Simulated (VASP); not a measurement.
The system is LiF.

```
Li F
1.0
     2.73418    0.00000    0.00000
    -1.36709    2.36787    0.00000
     0.00000    0.00000    3.41754
Li F
2 2
Cartesian
  0.0000 1.5786 0.8544
  1.3671 0.7893 2.5632
  1.3671 0.7893 0.8544
  0.0000 1.5786 2.5632
```

```yaml
Program: VASP 6.6.1
Task: relaxation of cell and atoms
Functional: PBE
Potentials_or_basis: VASP PAW PBE potentials, release 64 (Li_sv, F_h)
Cutoff: 910 eV
k_mesh: 12 × 12 × 6
Occupations: fermi-dirac, width 0.02 eV
Spin: no spin polarisation
```

At the start: pressure 107.6 GPa; volume 5.53 Å³/atom.

Question: Where does the relaxation end?

Answer: Over 4 steps the energy falls by 662.5 meV/atom and the volume is 7.91 Å³/atom (+43.1 %); space group P6_3/mmc (No. 194, to 0.1 Å) before and after.

Step by step:
| step | energy change (eV) | largest force (eV/Å) | pressure (GPa) | volume (Å³) |
| --- | --- | --- | --- | --- |
| 1 | 0.0000 | 0.0000 | 107.58 | 22.13 |
| 2 | -2.2294 | 0.0000 | -28.09 | 36.27 |
| 3 | -2.6491 | 0.0000 | 1.55 | 31.44 |
| 4 | -2.6502 | 0.0000 | 0.08 | 31.65 |

Final structure:
```xyz
4
Lattice="3.0920 0.0000 0.0000 -1.5460 2.6778 0.0000 0.0000 0.0000 3.8229" Properties=species:S:1:pos:R:3 pbc="T T T"
Li    0.0000    1.7852    0.9557
Li    1.5460    0.8926    2.8671
F     1.5460    0.8926    0.9557
F     0.0000    1.7852    2.8671
```

Caveat: the cutoff is under 1.25 times the usual one of these potentials, so pressure, stress and relaxed cells hold a basis-set (Pulay) error; the volume moved by over 15 % at a fixed basis, so the end points are rough.
